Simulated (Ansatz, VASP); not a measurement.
SiC: VASP beside Ansatz

```xyz
8
Lattice="2.8775 0.0000 0.0000 -1.4387 2.4920 0.0000 0.0000 0.0000 10.9395" Properties=species:S:1:pos:R:3 pbc="T T T"
Si    1.4388    0.8307   10.2595
Si    0.0000    1.6613    4.7898
Si    0.0000    0.0000    7.5253
Si    0.0000    0.0000    2.0555
C     1.4388    0.8307    8.2025
C     0.0000    1.6613    2.7328
C     0.0000    0.0000    5.4746
C     0.0000    0.0000    0.0049
```

Alike in both runs: task single point; functional PBE; k mesh 12 × 12 × 4; occupations gaussian, width 0.05 eV; no spin polarisation.

```csv
,VASP,Ansatz
version,VASP 6.6.1,Ansatz 0.2.0
potentials or method,"VASP PAW PBE potentials, release 64 (Si, C), cutoff 520 eV","scalar-relativistic, plane waves, PAW"
valence electrons in the cell,32,32
```

```tsv
	VASP	Ansatz	Ansatz less VASP
gap on the k mesh at the Fermi level (eV)	1.23	1.23	+0.008
least direct gap on the mesh (eV)	2.80	2.81	+0.015
pressure (GPa)	23.8	23.9	+0.10
traceless stress, the component that is largest in VASP (GPa)	-57.11	-56.87	+0.243
rms of the force components (eV/Å)	0.568	0.571	+0.0030
```

Atom by atom the forces differ by 0.003 eV/Å (rms over components). The functional is the same, so the differences come from potentials, cutoffs and numerics.
